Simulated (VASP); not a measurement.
# B (P4/mmm) in VASP: a series of runs

Runs on B. Level: B3LYP. Tasks: single point.

Program: VASP 6.6.1. These are calculated values, not measurements. Logs are shortened: lines on timing, memory, paths and dates and some standing lists are left out, and cuts for length are marked.

### Step 1. The cell of the first run

Symmetry: P4/mmm, No. 123, tetragonal system. The conventional cell has a = 2.330 Å, b = 2.330 Å, c = 1.575 Å, α = 90.00°, β = 90.00°, γ = 90.00°. Within 2.1 Å of B (site symmetry 4/mmm) lie 2 B at 1.58 Å.

### Step 2. Single point, B3LYP

Input file POSCAR:

```
B
1.0
    2.3303638209      0.0000000000      0.0000000000
    0.0000000000      2.3303638209      0.0000000000
    0.0000000000      0.0000000000      1.5751467934
B
1
Direct
    0.5000000000      0.5000000000      0.5000000000
```

Input file INCAR.step1:

```
SYSTEM = B
  ALGO = Normal
  EDIFF = 1E-5
  ENCUT = 520
  GGA = PE
  ISIF = 2
  ISMEAR = -1
  LASPH = .True.
  LCHARG = .False.
  LREAL = .False.
  LWAVE = .True.
  NBANDS = 8
  NELM = 80
  PREC = Accurate
  SIGMA = 0.05
```

Input file INCAR.step2:

```
SYSTEM = B
  AEXX = 0.2
  AGGAC = 0.81
  AGGAX = 0.72
  ALDAC = 0.19
  ALGO = Normal
  EDIFF = 1E-7
  ENCUT = 520
  GGA = B3
  ISIF = 2
  ISMEAR = -1
  ISTART = 1
  LASPH = .True.
  LCHARG = .False.
  LHFCALC = .True.
  LREAL = .False.
  LWAVE = .False.
  NBANDS = 8
  NELM = 80
  PREC = Accurate
  PRECFOCK = Normal
  SIGMA = 0.05
```

Input file KPOINTS:

```
k-points
0
Gamma
  6 6 8
  0 0 0
```

Potentials or basis: VASP PAW PBE potentials, release 64 (B).

The run is started by

```
$ cat potpaw_PBE.64/B/POTCAR > POTCAR
$ cp INCAR.step1 INCAR
$ mpirun -np 1 vasp_std > vasp.out
$ cp INCAR.step2 INCAR
$ mpirun -np 1 vasp_std > vasp.out
```

OUTCAR:

```text
SYSTEM = B
   AEXX = 0.2
   EDIFF = 1E-7
   ENCUT = 520
   GGA = B3
   ISIF = 2
   ISMEAR = -1
   ISTART = 1
   LASPH = .True.
   LHFCALC = .True.
   LREAL = .False.
   NELM = 80
   PREC = Accurate
   PRECFOCK = Normal

 ion  position               nearest neighbor table
   1  0.500  0.500  0.500-

  LATTYP: Found a simple tetragonal cell.
 ALAT       =     2.3303638209
 C/A-ratio  =     0.6759231238

  Lattice vectors:

 A1 = (   2.3303638209,   0.0000000000,   0.0000000000)
 A2 = (   0.0000000000,   2.3303638209,   0.0000000000)
 A3 = (   0.0000000000,   0.0000000000,   1.5751467934)

Analysis of symmetry for initial positions (statically):
=====================================================================
 Subroutine PRICEL returns:
 Original cell was already a primitive cell.

 Routine SETGRP: Setting up the symmetry group for a
 simple tetragonal supercell.

 Subroutine GETGRP returns: Found 16 space group operations
 (whereof 16 operations were pure point group operations)
 out of a pool of 16 trial point group operations.

The static configuration has the point symmetry D_4h.

Analysis of symmetry for dynamics (positions and initial velocities):
=====================================================================
 Subroutine PRICEL returns:
 Original cell was already a primitive cell.

 Routine SETGRP: Setting up the symmetry group for a
 simple tetragonal supercell.

 Subroutine GETGRP returns: Found 16 space group operations
 (whereof 16 operations were pure point group operations)
 out of a pool of 16 trial point group operations.

The dynamic configuration has the point symmetry D_4h.

 Subroutine INISYM returns: Found 16 space group operations
 (whereof 16 operations are pure point group operations),
 and found     1 'primitive' translations

----------------------------------------------------------------------------------------

                                     Primitive cell

  volume of cell :       8.5540

  direct lattice vectors                    reciprocal lattice vectors
     2.330363821  0.000000000  0.000000000     0.429117544  0.000000000  0.000000000
     0.000000000  2.330363821  0.000000000     0.000000000  0.429117544  0.000000000
     0.000000000  0.000000000  1.575146793     0.000000000  0.000000000  0.634861464

[... 82 lines left out ...]
   LREAL  =      F    real-space projection
   EDIFFG = 0.1E-05   stopping-criterion for IOM
   NSW    =      0    number of steps for IOM
   IBRION =     -1    ionic relax: 0-MD 1-quasi-New 2-CG
   NFREE  =      0    steps in history (QN), initial steepest desc. (CG)
   ISIF   =      2    stress and relaxation
   ISYM   =      3    0-nonsym 1-usesym 2-fastsym
   POTIM  = 0.5000    time-step for ionic-motion
   TEBEG  =    0.0;   TEEND  =   0.0 temperature during run
   PSTRESS=    0.0 pullay stress
   NELECT =       3.0000    total number of electrons
   NUPDOWN=      -1.0000    fix difference up-down
   EMIN   =  10.00;   EMAX   =-10.00  energy-range for DOS
   EFERMI =   0.00;   METHOD = LEGACY
   ISMEAR =    -1;   SIGMA  =   0.05  broadening in eV -4-tet -1-fermi 0-gaus
   EFERMI_NEDOS =   21; number of points for ismear=-14 and -15
   IALGO  =     38    algorithm
   IMIX   =      1    mixing-type and parameters
     AMIX     =   0.40;   BMIX     =  1.00
     AMIX_MAG =   1.60;   BMIX_MAG =  1.00
  volume/ion in A,a.u.               =       8.55        57.73
  Fermi-wavevector in a.u.,A,eV,Ry     =   1.154496  2.181681 18.134674  1.332861
  Thomas-Fermi vector in A             =   2.291132
   LORBIT       =      0    0 simple, 1 ext, 2 COOP (PROOUT), +10 PAW based schemes
   GGA     = B3    functional components
   LHFCALC =     T    Hartree Fock is set to
   PRECFOCK=normal    Normal, Fast or Accurate (Low or Medium for compatibility)
   ENCUT4O =  -1.0   cutoff for four orbital integrals eV
   NKREDX  =     1    reduce k-point grid by
   NKREDY  =     1    reduce k-point grid by
   NKREDZ  =     1    reduce k-point grid by
   AEXX    =    0.2000 exact exchange contribution
   HFSCREEN=    0.0000 screening length (either q_TF or 0.3 A-1)
   HFSCREENC=   0.0000 screening length for correlation (either q_TF or 0.3 A-1)
   ENCUTFOCK=  -1.0 apply spherical cutoff to Coloumb kernel
   IVDW    =     0    specifies the selected vdW correction
   LEPSILON=     F    determine dielectric tensor
   LRPA    =     F    only Hartree local field effects (RPA)
 non-spin polarized calculation
  energy-cutoff  :      520.00
  volume of cell :        8.55
 maximum number of plane-waves:       254
 NGX is ok and might be reduce to    18
  NGX = 14; NGY = 14; NGZ = 10

 number of electron       3.0000000 magnetization

 Free energy of the ion-electron system (eV)
  ---------------------------------------------------
  ext. energy  EPLUGINS =         0.00000000
  ---------------------------------------------------
  free energy    TOTEN  =        -6.00369901 eV

  energy without entropy =       -6.00171600  energy(sigma->0) =       -6.00270751

 E-fermi :   5.0861     XC(G=0):  -8.7311

 val. band max:        5.0855652415   @ k =   0.3333   0.3333   0.1250
 cond. band min:       5.7586302297   @ k =   0.5000   0.3333   0.1250
 fundamental gap:      0.6730649882
 Fermi energy:         5.0861093622

 k-point     1 :       0.0000    0.0000    0.0000
  band No.  band energies     occupation
      1     -10.5477      2.00000
      2      10.9171      0.00000
      3      10.9171      0.00000
      4      21.0552      0.00000
      5      22.3170      0.00000
      6      33.7430      0.00000
      7      43.3209      0.00000
      8      43.3209      0.00000
[... 243 lines left out ...]
 k-point    24 :       0.5000    0.0000    0.2500
  band No.  band energies     occupation
      1      -3.2174      2.00000
      2       0.9703      2.00000
      3      16.2086      0.00000
      4      20.3443      0.00000
      5      29.3886      0.00000
      6      33.3535      0.00000
      7      33.9348      0.00000
      8      35.4729      0.00000

 [... further k-points ...]
[... 5 lines left out ...]
  --------------------------------------------------------------------------------------
  -------------------------------------------------------------------------------------
  Total        0.5401389      0.5401389     -0.3581915      0.0000000      0.0000000     -0.0000000
  in kB      101.1690235    101.1690235    -67.0899335      0.0000000      0.0000000     -0.0000000
  external PRESSURE =      45.0827045 kB  Pullay stress =       0.0000000 kB

 VOLUME and BASIS-vectors are now :
 -----------------------------------------------------------------------------
  energy-cutoff  :      520.00
  volume of cell :        8.55
      direct lattice vectors                 reciprocal lattice vectors
     2.330363821  0.000000000  0.000000000     0.429117544  0.000000000  0.000000000
     0.000000000  2.330363821  0.000000000     0.000000000  0.429117544  0.000000000
     0.000000000  0.000000000  1.575146793     0.000000000  0.000000000  0.634861464

 POSITION                                       TOTAL-FORCE (eV/Angst)
 -----------------------------------------------------------------------------------
      1.16518      1.16518      0.78757         0.000000      0.000000      0.000000
 -----------------------------------------------------------------------------------
    total drift:                                0.000000     -0.000000      0.000000

  FREE ENERGIE OF THE ION-ELECTRON SYSTEM (eV)
  ---------------------------------------------------
  free  energy   TOTEN  =        -6.0036990125 eV

  energy  without entropy=       -6.0017159992  energy(sigma->0) =       -6.00270751
```

OSZICAR.step1:

```text
N       E                     dE             d eps       ncg     rms          rms(c)
DAV:   1    -0.255509697800E+01   -0.25551E+01   -0.13288E+03   856   0.259E+02
DAV:   2    -0.596295908897E+01   -0.34079E+01   -0.32925E+01  1072   0.383E+01
DAV:   3    -0.596990118213E+01   -0.69421E-02   -0.69417E-02   904   0.188E+00
DAV:   4    -0.596990211407E+01   -0.93194E-06   -0.93226E-06  1176   0.196E-02
DAV:   5    -0.596990211417E+01   -0.10081E-09   -0.43619E-10   904   0.729E-05    0.367E+00
DAV:   6    -0.573789242897E+01    0.23201E+00   -0.17089E-01   840   0.168E+00    0.204E+00
DAV:   7    -0.565036530511E+01    0.87527E-01   -0.22605E-01   896   0.189E+00    0.238E-01
DAV:   8    -0.565045644874E+01   -0.91144E-04   -0.14491E-03   800   0.308E-01    0.368E-02
DAV:   9    -0.565043385273E+01    0.22596E-04   -0.82696E-05  1024   0.402E-02    0.123E-02
DAV:  10    -0.565043488317E+01   -0.10304E-05   -0.14081E-06   520   0.853E-03
   1 F= -.56504349E+01 E0= -.56490704E+01  d E =-.272894E-02
```

It took 58 s on 1 thread of Intel Xeon 6975P-C (Granite Rapids), shared host; peak memory 0.11 GiB.

What came out:

* Free energy: -6.0037 eV
* Pressure: 4.5 GPa

Caveat: the k points lie up to 0.50 Å⁻¹ apart; the PAW data sets were made with another functional, which shifts forces and pressure a little.

[end of part 1 of 2]
